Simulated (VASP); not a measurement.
The system is Pb.

```
CELL_PARAMETERS angstrom
-1.96461 1.96461 1.96461
1.96461 -1.96461 1.96461
1.96461 1.96461 -1.96461
ATOMIC_POSITIONS crystal
Pb 0.00000 0.00000 0.00000
```

* Program: VASP 6.6.1
* Task: relaxation of cell and atoms
* Functional: RPBE
* Potentials or basis: VASP PAW PBE potentials, release 64 (Pb_d)
* Cutoff: 500 eV
* k mesh: 11 × 11 × 11
* Occupations: fermi-dirac, width 0.1 eV
* Spin: no spin polarisation

At the start: pressure 3.8 GPa; volume 30.33 Å³/atom.

Task: How do energy, volume and symmetry change on relaxing?

Result: Over 3 steps the energy falls by 31.6 meV/atom and the volume is 33.22 Å³/atom (+9.5 %); space group Im-3m (No. 229, to 0.05 Å).

The path:
| step | energy change (eV) | largest force (eV/Å) | pressure (GPa) | volume (Å³) |
| --- | --- | --- | --- | --- |
| 1 | 0.0000 | 0.0000 | 3.83 | 30.33 |
| 2 | -0.0311 | 0.0000 | -0.39 | 33.63 |
| 3 | -0.0316 | 0.0000 | 0.01 | 33.22 |

Final structure:
```cif
data_structure
_symmetry_space_group_name_H-M 'P 1'
_symmetry_Int_Tables_number 1
_cell_length_a 3.5075
_cell_length_b 3.5075
_cell_length_c 3.5075
_cell_angle_alpha 109.471
_cell_angle_beta 109.471
_cell_angle_gamma 109.471
_cell_volume 33.22
loop_
_atom_site_label
_atom_site_type_symbol
_atom_site_fract_x
_atom_site_fract_y
_atom_site_fract_z
_atom_site_occupancy
Pb1 Pb 0.00000 0.00000 0.00000 1
```

Caveat: the PAW data sets were made with another functional, which shifts forces and pressure a little.
